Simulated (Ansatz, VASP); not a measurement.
**CdS: VASP beside Ansatz**

Contents of INCAR:

```
SYSTEM = CdS
PREC = Accurate
ENCUT = 500
EDIFF = 1E-6
ISMEAR = 0
SIGMA = 0.01
LREAL = .FALSE.
LASPH = .TRUE.
NELM = 120
ALGO = Normal
ISIF = 2
LWAVE = .FALSE.
LCHARG = .FALSE.
GGA = PE
NBANDS = 16
GGA_COMPAT = .FALSE.
```

Contents of KPOINTS:

```
regular mesh
0
G
  2 2 2
  0 0 0
```

File POSCAR:

```
CdS
1.0
    0.0000000000      2.9392138883      2.9392138883
    2.9392138883      0.0000000000      2.9392138883
    2.9392138883      2.9392138883      0.0000000000
Cd S
1 1
Direct
    0.0000000000      0.0000000000      0.0000000000
    0.2500000000      0.2500000000      0.2500000000
```

Input for Ansatz:

```yaml
crystal:
  lattice:
    - [0.0, 2.9392138883, 2.9392138883]
    - [2.9392138883, 0.0, 2.9392138883]
    - [2.9392138883, 2.9392138883, 0.0]
  atoms:
    - { symbol: Cd, position: [0.0, 0.0, 0.0] }
    - { symbol: S, position: [0.25, 0.25, 0.25] }
kpoints:
  mp_grid: { grid: [2, 2, 2] }
hamiltonian:
  xc: pbe
scf:
  occupations: { method: fixed }
  n_extra_bands: 4
output:
  forces: true
  stress: true
  eigenvalues: true
```

Alike in both runs: task single point; functional PBE; k mesh 2 × 2 × 2; no spin polarisation.

|  | VASP | Ansatz |
| --- | --- | --- |
| version | VASP 6.6.1 | Ansatz 0.2.0 |
| potentials or method | VASP PAW PBE potentials, release 64 (Cd, S) | plane waves |
| plane-wave cutoff (eV) | 500 | 420 |
| occupations | gaussian, width 0.01 eV | fixed |
| valence electrons in the cell | 18 | 26 |

```csv
,VASP,Ansatz,Ansatz less VASP
gap on the k mesh at the Fermi level (eV),0.94,0.93,-0.001
pressure (GPa),4.9,4.5,-0.39
```

VASP's potentials hold 18 valence electrons a cell and Ansatz's 26, so a difference there can come from the potentials and not from the codes.

The k mesh is coarse, so the values compare programs but aren't converged.
